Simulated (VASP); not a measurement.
Runs of VASP 6.6.1 on MgS. The structure is that of space group Fm-3m (No. 225), or close to it. The cells are those of the table. 

```tsv
level	potentials or basis	spin	cell	k mesh	cutoff (eV)	smearing	grid for exact exchange (PRECFOCK)	share of exact exchange	screening parameter	gap on the mesh (eV)	pressure (GPa)
RPBE+D3(BJ)	VASP PAW PBE potentials, release 64 (S, Mg)	non-collinear, zero start, SOC	a = 3.688, b = 3.713, c = 3.626 Å, angles 60.5, 59.7, 60.2°, 2 atoms	7 × 7 × 7	520	methfessel-paxton 0.05 eV	-	-	-	-	-13.6
PBEsol-based screened hybrid with 25 % exact exchange	VASP PAW PBE potentials, release 64 (S, Mg)	off	a = 3.653 Å, angles 60.0°, 2 atoms	5 × 5 × 5	520	fermi-dirac 0.05 eV	Normal	0.25	0.207 1/Å	4.19	(a)
PBEsol-based screened hybrid with 25 % exact exchange	VASP PAW PBE potentials, release 64 (S, Mg)	off	a = 3.679 Å, angles 60.0°, 2 atoms	5 × 5 × 5	520	fermi-dirac 0.05 eV	Normal	0.25	0.207 1/Å	4.14	-2.0
LDA	VASP PAW LDA potentials, release 64 (S, Mg_sv)	off	a = 3.626 Å, angles 60.0°, 2 atoms	9 × 9 × 9	840	fermi-dirac 0.05 eV	-	-	-	2.80	0.0
HSE06	VASP PAW PBE potentials, release 64 (S, Mg)	off	a = 3.675 Å, angles 60.0°, 2 atoms	5 × 5 × 5	520	fermi-dirac 0.05 eV	Normal	0.25	0.2079 1/Å	4.20	(c)
r2SCAN0	VASP PAW PBE potentials, release 64 (S, Mg)	off	a = 3.679 Å, angles 60.0°, 2 atoms	5 × 5 × 5	520	fermi-dirac 0.05 eV	Normal	0.25	-	5.36	(b)
HSE06	VASP PAW PBE potentials, release 64 (S, Mg)	off	a = 3.679 Å, angles 60.0°, 2 atoms	5 × 5 × 5	520	fermi-dirac 0.05 eV	Normal	0.25	0.2079 1/Å	4.19	-0.7
```

Task: Fill in the values left out.

Result: (a) -0.3; (b) -1.3; (c) -0.4.

Caveats: some runs use coarse meshes; the PAW data sets were made with another functional, which shifts forces and pressure a little (at least some runs); an odd mesh through Γ misses points on the zone boundary, where band edges can lie (at least some runs); three body term missing (at least some runs); the cell stands under tension (at least some runs); the dispersion term is far too large for a dense solid, which distorts pressure and volume (at least some runs).

The runs don't all hold the same shells in valence.
